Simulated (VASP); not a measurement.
# Sc2AlAs3 (P6/mmm) in VASP: notebook

Runs on Sc2AlAs3. Level: PBE. Tasks: relaxation of cell and atoms, single point.

All numbers are computed with VASP 6.6.1; they aren't measurements. Logs are shortened: lines on timing, memory, paths and dates and some standing lists are left out, and cuts for length are marked.

### Step 1. The cell of the first run

The structure is hexagonal, space group P6/mmm (No. 191). The conventional cell has a = 5.267 Å, b = 5.267 Å, c = 5.399 Å, α = 90.00°, β = 90.00°, γ = 120.00°. Sc (site symmetry -6m2) has 2 As at 2.70 Å and 3 Sc at 3.04 Å and 3 Al at 3.04 Å within 3.6 Å. Al (site symmetry 6/mmm) has 2 As at 2.70 Å and 6 Sc at 3.04 Å within 3.6 Å. Within 3.6 Å of As (site symmetry -6m2) lie 2 Sc at 2.70 Å and 6 As at 3.04 Å. Within 3.6 Å of As (site symmetry 6/mmm) lie 2 Al at 2.70 Å and 6 As at 3.04 Å.

The cell was generated, and may not be a known phase.

### Step 2. Relaxation of cell and atoms, PBE

INCAR

```
SYSTEM = Sc2AlAs3
PREC = Accurate ; ENCUT = 600
EDIFF = 1E-6 ; ISMEAR = 0
SIGMA = 0.1 ; LREAL = .False.
LASPH = .True. ; NELM = 100
ALGO = Normal ; ISIF = 3
LWAVE = .False. ; LCHARG = .False.
GGA = PE ; IBRION = 2
NSW = 100 ; EDIFFG = -0.01
```

KPOINTS

```
Automatic mesh
0
Gamma
  12 12 8
  0 0 0
```

POSCAR

```
Sc2AlAs3
1.0
    5.2667968894      0.0000000000      0.0000000000
   -2.6333984447      4.5611799028      0.0000000000
    0.0000000000      0.0000000000      5.3993290214
Sc Al As
2 1 3
Direct
    0.3333333333      0.6666666667      0.0000000000
    0.6666666667      0.3333333333      0.0000000000
    0.0000000000      0.0000000000      0.0000000000
    0.3333333333      0.6666666667      0.5000000000
    0.6666666667      0.3333333333      0.5000000000
    0.0000000000      0.0000000000      0.5000000000
```

Potentials or basis: VASP PAW PBE potentials, release 64 (Sc_sv, Al, As).

Started as:

```bash
$ cat potpaw_PBE.64/Sc_sv/POTCAR potpaw_PBE.64/Al/POTCAR potpaw_PBE.64/As/POTCAR > POTCAR
$ mpirun -np 1 vasp_std > vasp.out
```

OUTCAR:

```text
SYSTEM = Sc2AlAs3
   PREC = Accurate
   ENCUT = 600
   EDIFF = 1E-6
   ISMEAR = 0
   LREAL = .False.
   LASPH = .True.
   NELM = 100
   ISIF = 3
   GGA = PE
   IBRION = 2
   NSW = 100
   EDIFFG = -0.01

 ion  position               nearest neighbor table
   1  0.333  0.667  0.000-   4 2.70   4 2.70   3 3.04   2 3.04   2 3.04   3 3.04   3 3.04   2 3.04

   2  0.667  0.333  0.000-   5 2.70   5 2.70   1 3.04   3 3.04   1 3.04   3 3.04   3 3.04   1 3.04

   3  0.000  0.000  0.000-   6 2.70   6 2.70   1 3.04   2 3.04   2 3.04   1 3.04   2 3.04   1 3.04

   4  0.333  0.667  0.500-   1 2.70   1 2.70
   5  0.667  0.333  0.500-   2 2.70   2 2.70
   6  0.000  0.000  0.500-   3 2.70   3 2.70

  LATTYP: Found a hexagonal cell.
 ALAT       =     5.2667968894
 C/A-ratio  =     1.0251637067

  Lattice vectors:

 A1 = (   5.2667968894,   0.0000000000,   0.0000000000)
 A2 = (  -2.6333984447,   4.5611799028,   0.0000000000)
 A3 = (   0.0000000000,   0.0000000000,   5.3993290214)

Analysis of symmetry for initial positions (statically):
=====================================================================
 Subroutine PRICEL returns:
 Original cell was already a primitive cell.

 Routine SETGRP: Setting up the symmetry group for a
 hexagonal supercell.

 Subroutine GETGRP returns: Found 24 space group operations
 (whereof 24 operations were pure point group operations)
 out of a pool of 24 trial point group operations.

The static configuration has the point symmetry D_6h.

Analysis of symmetry for dynamics (positions and initial velocities):
=====================================================================
 Subroutine PRICEL returns:
 Original cell was already a primitive cell.

 Routine SETGRP: Setting up the symmetry group for a
 hexagonal supercell.

 Subroutine GETGRP returns: Found 24 space group operations
 (whereof 24 operations were pure point group operations)
 out of a pool of 24 trial point group operations.

The dynamic configuration has the point symmetry D_6h.

 Subroutine INISYM returns: Found 24 space group operations
 (whereof 24 operations are pure point group operations),
 and found     1 'primitive' translations

----------------------------------------------------------------------------------------

                                     Primitive cell

  volume of cell :     129.7070

  direct lattice vectors                    reciprocal lattice vectors
     5.266796889  0.000000000  0.000000000     0.189868723  0.109620758  0.000000000
    -2.633398445  4.561179903  0.000000000     0.000000000  0.219241517  0.000000000
     0.000000000  0.000000000  5.399329021     0.000000000  0.000000000  0.185208198

  length of vectors
     5.266796889  5.266796889  5.399329021     0.219241517  0.219241517  0.185208198

  position of ions in fractional coordinates (direct lattice)
     0.333333333  0.666666667  0.000000000
     0.666666667  0.333333333  0.000000000
     0.000000000  0.000000000  0.000000000
     0.333333333  0.666666667  0.500000000
     0.666666667  0.333333333  0.500000000
     0.000000000  0.000000000  0.500000000

  ion indices of the primitive-cell ions
   primitive index   ion index
                 1           1
                 2           2
                 3           3
                 4           4
                 5           5
                 6           6

----------------------------------------------------------------------------------------

 KPOINTS: Automatic mesh

Automatic generation of k-mesh.
 Grid dimensions read from file:
 generate k-points for:   12   12    8

 Generating k-lattice:

  Cartesian coordinates                     Fractional coordinates (reciprocal lattice)
     0.015822394  0.009135063  0.000000000     0.083333333  0.000000000  0.000000000
     0.000000000  0.018270126  0.000000000     0.000000000  0.083333333  0.000000000
     0.000000000  0.000000000  0.023151025     0.000000000  0.000000000  0.125000000

  Length of vectors
     0.018270126  0.018270126  0.023151025

  Shift w.r.t. Gamma in fractional coordinates (k-lattice)
     0.000000000  0.000000000  0.000000000

 Subroutine IBZKPT returns following result:
 ===========================================

 Found     95 irreducible k-points:

 Following reciprocal coordinates:
            Coordinates               Weight
  0.000000  0.000000  0.000000      1.000000
  0.083333  0.000000  0.000000      6.000000
  0.166667 -0.000000  0.000000      6.000000
  0.250000  0.000000  0.000000      6.000000
  0.333333  0.000000  0.000000      6.000000
  0.416667  0.000000  0.000000      6.000000
[... 16 lines left out ...]
  0.250000  0.000000  0.125000     12.000000
  0.333333  0.000000  0.125000     12.000000
 [... further k-points ...]
   k-points           NKPTS =     95   k-points in BZ     NKDIM =     95   number of bands    NBANDS=     24
   number of dos      NEDOS =    301   number of ions     NIONS =      6
   total plane-waves  NPLWV =  84672
   dimension x,y,z NGX =    42 NGY =   42 NGZ =   48
   dimension x,y,z NGXF=    84 NGYF=   84 NGZF=   96
   ions per type =               2   1   3
   NGX,Y,Z   is equivalent  to a cutoff of  13.26, 13.26, 14.78 a.u.
   NGXF,Y,Z  is equivalent  to a cutoff of  26.51, 26.51, 29.56 a.u.
 SYSTEM =  Sc2AlAs3
   PREC   = accura    normal or accurate (medium, high low for compatibility)
   ISTART =      0    job   : 0-new  1-cont  2-samecut
   ICHARG =      2    charge: 1-file 2-atom 10-const
   ISPIN  =      1    spin polarized calculation?
   LNONCOLLINEAR =      F non collinear calculations
   LSORBIT =      F    spin-orbit coupling
   LASPH  =      T    aspherical Exc in radial PAW
   ENCUT  =  600.0 eV  44.10 Ry    6.64 a.u.  10.52 10.52 10.78*2*pi/ulx,y,z
   NELM   =    100;   NELMIN=  2; NELMDL= -5     # of ELM steps
   EDIFF  = 0.1E-05   stopping-criterion for ELM
   LREAL  =      F    real-space projection
   EDIFFG = -.1E-01   stopping-criterion for IOM
   NSW    =    100    number of steps for IOM
   IBRION =      2    ionic relax: 0-MD 1-quasi-New 2-CG
   NFREE  =      1    steps in history (QN), initial steepest desc. (CG)
   ISIF   =      3    stress and relaxation
   ISYM   =      2    0-nonsym 1-usesym 2-fastsym
   POTIM  = 0.5000    time-step for ionic-motion
   TEBEG  =    0.0;   TEEND  =   0.0 temperature during run
   PSTRESS=    0.0 pullay stress
   NELECT =      40.0000    total number of electrons
   NUPDOWN=      -1.0000    fix difference up-down
   EMIN   =  10.00;   EMAX   =-10.00  energy-range for DOS
   EFERMI =   0.00;   METHOD = LEGACY
   ISMEAR =     0;   SIGMA  =   0.10  broadening in eV -4-tet -1-fermi 0-gaus
   EFERMI_NEDOS =   21; number of points for ismear=-14 and -15
   IALGO  =     38    algorithm
   IMIX   =      4    mixing-type and parameters
     AMIX     =   0.40;   BMIX     =  1.00
     AMIX_MAG =   1.60;   BMIX_MAG =  1.00
  volume/ion in A,a.u.               =      21.62       145.88
  Fermi-wavevector in a.u.,A,eV,Ry     =   1.106047  2.090126 16.644555  1.223340
  Thomas-Fermi vector in A             =   2.242543
   LORBIT       =      0    0 simple, 1 ext, 2 COOP (PROOUT), +10 PAW based schemes
   GGA     = PE    functional components
   LHFCALC =     F    Hartree Fock is set to
   AEXX    =    0.0000 exact exchange contribution
   IVDW    =     0    specifies the selected vdW correction
   LEPSILON=     F    determine dielectric tensor
   LRPA    =     F    only Hartree local field effects (RPA)
 conjugate gradient relaxation of ions
 non-spin polarized calculation
 Gauss-broadening in eV      SIGMA  =   0.10
  energy-cutoff  :      600.00
  volume of cell :      129.71
 maximum number of plane-waves:      4356
   NGX = 21   NGY = 21   NGZ = 21

--------------------------------------- Ionic step        1  -------------------------------------------

 number of electron      40.0000001 magnetization

 Free energy of the ion-electron system (eV)
  ---------------------------------------------------
  ext. energy  EPLUGINS =         0.00000000
  ---------------------------------------------------
  free energy    TOTEN  =       -29.96619823 eV

  energy without entropy =      -29.93769017  energy(sigma->0) =      -29.95194420

------------------------ aborting loop because EDIFF is reached ----------------------------------------

  FORCE on cell =-STRESS in cart. coord.  units (eV):
  Direction    XX          YY          ZZ          XY          YZ          ZX
  --------------------------------------------------------------------------------------
  -------------------------------------------------------------------------------------
  Total       -0.3520881     -0.3520881      1.3735635     -0.0000000      0.0000000     -0.0000000
  in kB       -4.3490891     -4.3490891     16.9666370     -0.0000000      0.0000000     -0.0000000
  external PRESSURE =       2.7561529 kB  Pullay stress =       0.0000000 kB
[... 105 lines left out ...]
  energy  without entropy=      -29.9474147484  energy(sigma->0) =      -29.96076326

--------------------------------------- Ionic step        4  -------------------------------------------

 number of electron      40.0000005 magnetization

 Free energy of the ion-electron system (eV)
  ---------------------------------------------------
  ext. energy  EPLUGINS =         0.00000000
  ---------------------------------------------------
  free energy    TOTEN  =       -29.97462771 eV

  energy without entropy =      -29.94827649  energy(sigma->0) =      -29.96145210

 E-fermi :   4.9391     XC(G=0): -10.0306

 val. band max:        4.9354461356   @ k =   0.4167   0.0833   0.2500
 cond. band min:       4.9394237361   @ k =   0.3333   0.3333   0.5000
 fundamental gap:      0.0039776004
 Fermi energy:         4.9391495806

 k-point     1 :       0.0000    0.0000    0.0000
  band No.  band energies     occupation
      1     -44.7589      2.00000
      2     -44.6858      2.00000
      3     -23.5307      2.00000
      4     -23.5307      2.00000
      5     -23.3981      2.00000
      6     -23.3264      2.00000
[... 637 lines left out ...]
     23       5.9067      0.00000
     24       6.1230      0.00000

 [... further k-points ...]

------------------------ aborting loop because EDIFF is reached ----------------------------------------

  FORCE on cell =-STRESS in cart. coord.  units (eV):
  Direction    XX          YY          ZZ          XY          YZ          ZX
  --------------------------------------------------------------------------------------
  -------------------------------------------------------------------------------------
  Total        0.0202051      0.0202051     -0.0015334      0.0000000      0.0000000      0.0000000
  in kB        0.2494990      0.2494990     -0.0189350      0.0000000      0.0000000      0.0000000
  external PRESSURE =       0.1600210 kB  Pullay stress =       0.0000000 kB
[... 21 lines left out ...]
  FREE ENERGIE OF THE ION-ELECTRON SYSTEM (eV)
  ---------------------------------------------------
  free  energy   TOTEN  =       -29.9746277117 eV

  energy  without entropy=      -29.9482764884  energy(sigma->0) =      -29.96145210

 reached required accuracy - stopping structural energy minimisation
```

Run time: 31 min. Hardware: 1 thread of Intel Xeon 8259CL, shared host; peak memory 0.56 GiB.

Results:

```
Free energy                           : -29.9746 eV
Relaxed volume                        : 21.62 Å³/atom
Relaxed cell                          : a = 5.242 Å, b = 5.242 Å, c = 5.453 Å, α = 90.00°, β = 90.00°, γ = 120.00°
Space group after relaxing (to 0.1 Å) : P6/mmm (No. 191)
Energy gained by relaxing             : 1.4 meV/atom
Ionic steps                           : 4
Pressure after relaxing               : 0.0 GPa
Band gap on the k mesh                : zero (bands 20 and 21 overlap by 0.89 eV)
```

The path:
```
step  energy change (eV)  largest force (eV/Å)  pressure (GPa)  volume (Å³)
   1              0.0000                0.0000            0.28       129.71
   2             -0.0079                0.0000           -0.30       130.40
   3             -0.0079                0.0000           -0.26       130.35
   4             -0.0084                0.0000            0.02       129.75
```

Final structure:
```
Sc Al As
1.0
     5.24164    0.00000    0.00000
    -2.62082    4.53940    0.00000
     0.00000    0.00000    5.45303
Sc Al As
2 1 3
Direct
  0.33333 0.66667 0.00000
  0.66667 0.33333 0.00000
  0.00000 0.00000 0.00000
  0.33333 0.66667 0.50000
  0.66667 0.33333 0.50000
  0.00000 0.00000 0.50000
```

Levels at points of the mesh, in eV from the Fermi level:
| k point | band 17 | band 18 | band 19 | band 20 | band 21 | band 22 | band 23 | band 24 |
| --- | --- | --- | --- | --- | --- | --- | --- | --- |
| (0.00, 0.00, 0.00) | -3.27 | -0.86 | -0.21 | -0.21 | -0.04 | 0.54 | 0.54 | 1.22 |
| (0.50, 0.00, 0.00) | -1.02 | -0.99 | -0.41 | -0.32 | -0.09 | -0.03 | 1.29 | 1.46 |
| (0.00, 0.00, 0.50) | -2.90 | -1.78 | -1.13 | -1.13 | -0.32 | 0.80 | 0.80 | 1.87 |
| (0.50, 0.00, 0.50) | -1.16 | -1.02 | -0.62 | -0.08 | 0.60 | 0.86 | 0.94 | 0.99 |

### Step 3. Single point, PBE

INCAR

```
SYSTEM = Sc2AlAs3
PREC     = Accurate       ! precision mode
ENCUT    = 520            ! plane-wave cutoff, eV
EDIFF    = 1E-6           ! SCF threshold, eV
ISMEAR   = 0              ! smearing method
SIGMA    = 0.1            ! smearing width, eV
LREAL    = .FALSE.        ! projectors in reciprocal space
LASPH    = .TRUE.         ! aspherical terms in the spheres
NELM     = 100            ! most SCF steps
ALGO     = Normal         ! electronic algorithm
ISIF     = 2              ! what is computed and relaxed
LWAVE    = .FALSE.        ! write WAVECAR
LCHARG   = .TRUE.         ! write CHGCAR
GGA      = PE             ! functional
LELF     = .TRUE.         ! ELF
LVHAR    = .TRUE.       
NBANDS   = 29             ! bands
```

KPOINTS

```
regular mesh
0
G
  6 6 4
  0 0 0
```

POSCAR is that of step 2.

Potentials or basis: VASP PAW PBE potentials, release 64 (Sc_sv, Al, As).

Started as:

```bash
$ cat potpaw_PBE.64/Sc_sv/POTCAR potpaw_PBE.64/Al/POTCAR potpaw_PBE.64/As/POTCAR > POTCAR
$ mpirun -np 1 vasp_std > vasp.out
```

OUTCAR:

```text
SYSTEM = Sc2AlAs3
   PREC = Accurate
   ENCUT = 520
   EDIFF = 1E-6
   ISMEAR = 0
   LREAL = .FALSE.
   LASPH = .TRUE.
   NELM = 100
   ISIF = 2
   GGA = PE

 ion  position               nearest neighbor table
   1  0.333  0.667  0.000-   4 2.70   4 2.70   3 3.04   2 3.04   2 3.04   3 3.04   3 3.04   2 3.04

   2  0.667  0.333  0.000-   5 2.70   5 2.70   1 3.04   3 3.04   1 3.04   3 3.04   3 3.04   1 3.04

   3  0.000  0.000  0.000-   6 2.70   6 2.70   1 3.04   2 3.04   2 3.04   1 3.04   2 3.04   1 3.04

   4  0.333  0.667  0.500-   1 2.70   1 2.70
   5  0.667  0.333  0.500-   2 2.70   2 2.70
   6  0.000  0.000  0.500-   3 2.70   3 2.70

[... 873 lines left out ...]
  -------------------------------------------------------------------------------------
  Total        0.3365270      0.3365270      0.2961783      0.0000000      0.0000000      0.0000000
  in kB        4.1568752      4.1568752      3.6584769      0.0000000      0.0000000      0.0000000
  external PRESSURE =       3.9907424 kB  Pullay stress =       0.0000000 kB

 VOLUME and BASIS-vectors are now :
 -----------------------------------------------------------------------------
  energy-cutoff  :      520.00
  volume of cell :      129.71
      direct lattice vectors                 reciprocal lattice vectors
     5.266796889  0.000000000  0.000000000     0.189868723  0.109620758  0.000000000
    -2.633398445  4.561179903  0.000000000     0.000000000  0.219241517  0.000000000
     0.000000000  0.000000000  5.399329021     0.000000000  0.000000000  0.185208198

 POSITION                                       TOTAL-FORCE (eV/Angst)
 -----------------------------------------------------------------------------------
     -0.00000      3.04079      0.00000        -0.000000      0.000000     -0.000000
      2.63340      1.52039      0.00000         0.000000     -0.000000     -0.000000
      0.00000      0.00000      0.00000         0.000000      0.000000     -0.000000
     -0.00000      3.04079      2.69966         0.000000      0.000000      0.000000
      2.63340      1.52039      2.69966         0.000000     -0.000000     -0.000000
      0.00000      0.00000      2.69966         0.000000      0.000000     -0.000000
 -----------------------------------------------------------------------------------
    total drift:                                0.000000     -0.000000     -0.000000

  FREE ENERGIE OF THE ION-ELECTRON SYSTEM (eV)
  ---------------------------------------------------
  free  energy   TOTEN  =       -30.0098180323 eV

  energy  without entropy=      -29.9758028998  energy(sigma->0) =      -29.99281047
```

OSZICAR:

```text
N       E                     dE             d eps       ncg     rms          rms(c)
DAV:   1     0.473210363080E+03    0.47321E+03   -0.17244E+04  1234   0.127E+03
DAV:   2     0.139757991084E+02   -0.45923E+03   -0.45133E+03  1386   0.458E+02
DAV:   3    -0.303270619570E+02   -0.44303E+02   -0.42646E+02  2076   0.141E+02
DAV:   4    -0.325323086195E+02   -0.22052E+01   -0.21418E+01  2020   0.259E+01
DAV:   5    -0.325689360768E+02   -0.36627E-01   -0.36533E-01  1980   0.363E+00    0.967E+00
DAV:   6    -0.303225415886E+02    0.22464E+01   -0.13330E+01  1906   0.244E+01    0.411E+00
DAV:   7    -0.301492259978E+02    0.17332E+00   -0.36230E+00  1957   0.997E+00    0.291E+00
DAV:   8    -0.300217476513E+02    0.12748E+00   -0.77877E-01  1885   0.606E+00    0.107E+00
DAV:   9    -0.300123108975E+02    0.94368E-02   -0.11833E-01  1842   0.236E+00    0.399E-01
DAV:  10    -0.300098117319E+02    0.24992E-02   -0.18003E-02  1935   0.932E-01    0.132E-01
DAV:  11    -0.300098988030E+02   -0.87071E-04   -0.17772E-03  2028   0.324E-01    0.509E-02
DAV:  12    -0.300098196229E+02    0.79180E-04   -0.25605E-04  2044   0.106E-01    0.147E-02
DAV:  13    -0.300098192670E+02    0.35589E-06   -0.20104E-05  1599   0.243E-02    0.490E-03
DAV:  14    -0.300098179210E+02    0.13460E-05   -0.26193E-06  1148   0.114E-02    0.130E-03
DAV:  15    -0.300098180323E+02   -0.11130E-06   -0.34624E-07   924   0.789E-03
   1 F= -.30009818E+02 E0= -.29992810E+02  d E =-.340151E-01
```

stdout:

```text
POSCAR found type information on POSCAR ScAlAs
 POSCAR found :  3 types and       6 ions
 scaLAPACK will be used
 LDA part: xc-table for (Slater+PW92), standard interpolation
 POSCAR, INCAR and KPOINTS ok, starting setup
 FFT: planning ... GRIDC
 FFT: planning ... GRID_SOFT
 FFT: planning ... GRID
 WAVECAR not read
 entering main loop
```

It took 1.7 min on 1 thread of Oxide Virtual Turin-like, shared host; peak memory 0.24 GiB.

Results:

* Free energy: -30.0098 eV
* Pressure: 0.4 GPa
* Band gap on the k mesh: zero (bands 20 and 21 overlap by 0.84 eV)

Levels at points of the mesh, in eV from the Fermi level:
```tsv
k point	band 17	band 18	band 19	band 20	band 21	band 22	band 23	band 24
(0.00, 0.00, 0.00)	-3.15	-0.86	-0.14	-0.14	0.04	0.56	0.56	1.22
(0.50, 0.00, 0.00)	-0.98	-0.93	-0.32	-0.32	-0.07	0.01	1.32	1.50
(0.00, 0.00, 0.50)	-2.87	-1.79	-1.13	-1.13	-0.30	0.78	0.78	1.97
(0.50, 0.00, 0.50)	-1.14	-0.99	-0.63	-0.08	0.59	0.94	0.98	0.99
```

[end of part 1 of 2]

The gap in the log of VASP goes by the Fermi energy; the results here count the filled bands.